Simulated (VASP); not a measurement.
Cu: single point with PBE

Cu:

```
CELL_PARAMETERS angstrom
2.56801 0.00000 0.00000
-1.28401 2.22396 0.00000
0.00000 0.00000 4.44514
ATOMIC_POSITIONS crystal
Cu 0.33333 0.66667 0.25000
Cu 0.66667 0.33333 0.75000
```

This cell differs from its parent crystal: strain along c alone, the other axes held: +6.0 %.

```yaml
Program: VASP 6.6.1
Task: single point
Functional: PBE
Potentials_or_basis: VASP PAW PBE potentials, release 64 (Cu)
Cutoff: 520 eV
k_mesh: 24 × 24 × 12
Occupations: gaussian, width 0.1 eV
Spin: no spin polarisation
Dipole_correction: no
Further_INCAR_settings: ALGO = Fast; EDIFF = 1e-06; NBANDS = 18
```

```
Pressure               : -6.0 GPa
Band gap on the k mesh : zero (band 11 reaches 10.91 eV, above the bottom of band 12 at 4.88 eV)
```

Stress tensor (GPa, compression positive):
```
 -3.61   0.00   0.00
  0.00  -3.61   0.00
  0.00   0.00 -10.87
```

Levels at points of the mesh, in eV from the Fermi level:
| k point | band 9 | band 10 | band 11 | band 12 | band 13 | band 14 |
| --- | --- | --- | --- | --- | --- | --- |
| (0.00, 0.00, 0.00) | -2.20 | -1.67 | -1.67 | -1.27 | 2.65 | 21.00 |
| (0.50, 0.00, 0.00) | -1.50 | -1.44 | 0.12 | 1.61 | 7.24 | 7.25 |
| (0.00, 0.00, 0.50) | -1.86 | -1.86 | -1.86 | -1.86 | 10.44 | 10.44 |
| (0.50, 0.00, 0.50) | -1.47 | -1.47 | 0.63 | 0.63 | 4.60 | 4.60 |

Run time: 84 s on 1 thread of Intel(R) Xeon(R) 6975P-C (Granite Rapids), on a shared host, peak memory 0.26 GiB.

Caveat: the cell differs from its parent crystal (strain along c alone, the other axes held: +6.0 %).
